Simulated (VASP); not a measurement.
Input of a VASP 6.6.1 run:

INCAR

```
SYSTEM = Ge
PREC     = Accurate       ! precision mode
ENCUT    = 520            ! plane-wave cutoff, eV
EDIFF    = 1E-7           ! SCF threshold, eV
ISMEAR   = 1              ! smearing method
SIGMA    = 0.05           ! smearing width, eV
LREAL    = .FALSE.        ! projectors in reciprocal space
LASPH    = .TRUE.         ! aspherical terms in the spheres
NELM     = 100            ! most SCF steps
ALGO     = Normal         ! electronic algorithm
ISIF     = 2              ! what is computed and relaxed
LWAVE    = .FALSE.        ! write WAVECAR
LCHARG   = .FALSE.        ! write CHGCAR
GGA      = PS             ! functional
NBANDS   = 21             ! bands
```

The input KPOINTS:

```
regular mesh
0
G
  17 17 9
  0 0 0
```

The input POSCAR:

```
Ge
1.0
    2.9521351814      0.0000000000      0.0000000000
   -1.4760675907      2.5566240625      0.0000000000
    0.0000000000      0.0000000000      4.8456889745
Ge
2
Direct
    0.3333333333      0.6666666667      0.2500000000
    0.6666666667      0.3333333333      0.7500000000
```

Potentials or basis: VASP PAW PBE potentials, release 64 (Ge_d).

Launch:

```bash
$ cat potpaw_PBE.64/Ge_d/POTCAR > POTCAR
$ mpirun -np 1 vasp_std > vasp.out
```

Q: Estimate the band gap on the k mesh.

A: Zero (bands 14 and 15 overlap by 10.01 eV).

Q: What does it give for the pressure?

A: 0.1 GPa.

Stress tensor (GPa, compression positive):
```
0.15 0.00 0.00
0.00 0.15 0.00
0.00 0.00 0.00
```

Caveat: the PAW data sets were made with another functional, which shifts forces and pressure a little.
